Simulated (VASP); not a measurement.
A run of VASP 6.6.1 is set up as follows.

POSCAR

```
MgS
1.0
    0.0000000000      2.6015179373      2.6015179373
    2.6015179373      0.0000000000      2.6015179373
    2.6015179373      2.6015179373      0.0000000000
Mg S
1 1
Direct
    0.0000000000      0.0000000000      0.0000000000
    0.5000000000      0.5000000000      0.5000000000
```

File INCAR.step1:

```
SYSTEM = MgS
  ALGO = Normal
  EDIFF = 1E-5
  ENCUT = 620
  GGA = PE
  GGA_COMPAT = .FALSE.
  ISIF = 2
  ISMEAR = -1
  LASPH = .TRUE.
  LCHARG = .FALSE.
  LREAL = .FALSE.
  LWAVE = .TRUE.
  NBANDS = 15
  NELM = 120
  PREC = Accurate
  SIGMA = 0.2
```

INCAR.step2

```
SYSTEM = MgS
  ALGO = Normal
  EDIFF = 1E-6
  ENCUT = 620
  GGA = PE
  GGA_COMPAT = .FALSE.
  HFSCREEN = 0.2079
  ISIF = 2
  ISMEAR = -1
  ISTART = 1
  LASPH = .TRUE.
  LCHARG = .FALSE.
  LHFCALC = .TRUE.
  LREAL = .FALSE.
  LWAVE = .FALSE.
  NBANDS = 15
  NELM = 120
  PREC = Accurate
  PRECFOCK = Normal
  SIGMA = 0.2
```

Contents of KPOINTS:

```
k-points
0
G
  4 4 4
  0 0 0
```

Potentials or basis: VASP PAW PBE potentials, release 64 (Mg_sv, S).

The run is started by

```console
$ cat potpaw_PBE.64/Mg_sv/POTCAR potpaw_PBE.64/S/POTCAR > POTCAR
$ cp INCAR.step1 INCAR
$ mpirun -np 1 vasp_std > vasp.out
$ cp INCAR.step2 INCAR
$ mpirun -np 1 vasp_std > vasp.out
```

(1) Estimate the pressure.

(2) Predict the band gap on the k mesh.

Answers

(1) -0.2 GPa.

(2) 3.82 eV (least direct gap 4.85 eV).

Caveat: the k points lie up to 0.52 Å⁻¹ apart; the PAW data sets were made with another functional, which shifts forces and pressure a little.
